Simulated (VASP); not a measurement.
# Zn3CrInS6 (a cell with a defect): single point with PBE

Zn3CrInS6 (a cell with a defect):

```
S Cr In Zn
1.0
     3.87000    0.00000    0.00000
    -1.93500    3.35152    0.00000
     0.00000    0.00000   18.90000
S Cr In Zn
6 1 1 3
Direct
  0.00000 0.00000 0.34260
  0.33333 0.66667 0.18220
  0.00000 0.00000 0.00000
  0.00000 0.00000 0.66600
  0.33333 0.66667 0.83620
  0.33333 0.66667 0.49420
  0.33333 0.66667 0.05100
  0.66667 0.33333 0.41680
  0.00000 0.00000 0.79640
  0.33333 0.66667 0.61950
  0.00000 0.00000 0.21950
```

* Program: VASP 6.6.1
* Task: single point
* Functional: PBE
* Potentials or basis: VASP PAW PBE potentials, release 64 (S, Cr_pv, In_d, Zn)
* Cutoff: 520 eV
* k mesh: 4 × 4 × 1
* Occupations: gaussian, width 0.05 eV
* Spin: collinear spin, ferromagnetic start
* Starting moments: [0.0, 0.0, 0.0, 0.0, 0.0, 0.0, 3.0, 0.0, 0.0, 0.0, 0.0] μB

```
Pressure                                              : -2.7 GPa
Largest force                                         : 1.128 eV/Å
Net moment                                            : 3.25 μB per cell
Site moments                                          : S -0.00, -0.02, -0.22, -0.01, -0.04; Cr +3.30; In +0.00; Zn -0.00, +0.01 μB
Valence electrons inside the program's atomic spheres : S 3.74, 3.66, 3.71, 3.69, 3.72; Cr 10.45; In 11.26; Zn 10.72, 10.71, 10.78
```

Forces on the atoms (eV/Å):
```
S    0.000  0.000  0.024
S    0.000  0.000 -0.956
S    0.000  0.000  1.128
S    0.000  0.000 -0.356
S    0.000  0.000 -0.109
S    0.000  0.000 -0.393
Cr   0.000  0.000 -0.572
In   0.000  0.000  0.577
Zn   0.000  0.000 -0.123
Zn   0.000  0.000  0.499
Zn   0.000  0.000  0.282
```

Stress tensor (GPa, compression positive):
```
-2.77  0.00  0.00
 0.00 -2.77  0.00
 0.00  0.00 -2.51
```

Levels at points of the mesh, in eV from the Fermi level:
Spin up:
```
           k point  band 48  band 49  band 50  band 51  band 52  band 53
(0.00, 0.00, 0.00)     0.27     0.27     0.69     1.30     1.30     1.45
(0.50, 0.00, 0.00)    -0.85    -0.57    -0.48    -0.07     0.24     1.80
```
Spin down:
```
           k point  band 45  band 46  band 47  band 48  band 49  band 50
(0.00, 0.00, 0.00)    -0.19     0.25     0.25     1.47     1.75     1.75
(0.50, 0.00, 0.00)    -0.87    -0.57    -0.48     1.16     1.75     1.85
```

Wall time 7.4 min on 1 thread of Oxide Virtual Turin-like Processor (shared host), peak memory 0.47 GiB.

Caveat: the k points lie up to 0.47 Å⁻¹ apart; spin-orbit coupling is left out, which moves the levels of the heavy elements; only a ferromagnetic start was run, and an antiferromagnetic order may lie lower in energy. With open d or f shells a metallic result of PBE can be an artefact of self-interaction; +U or a hybrid may open a gap.
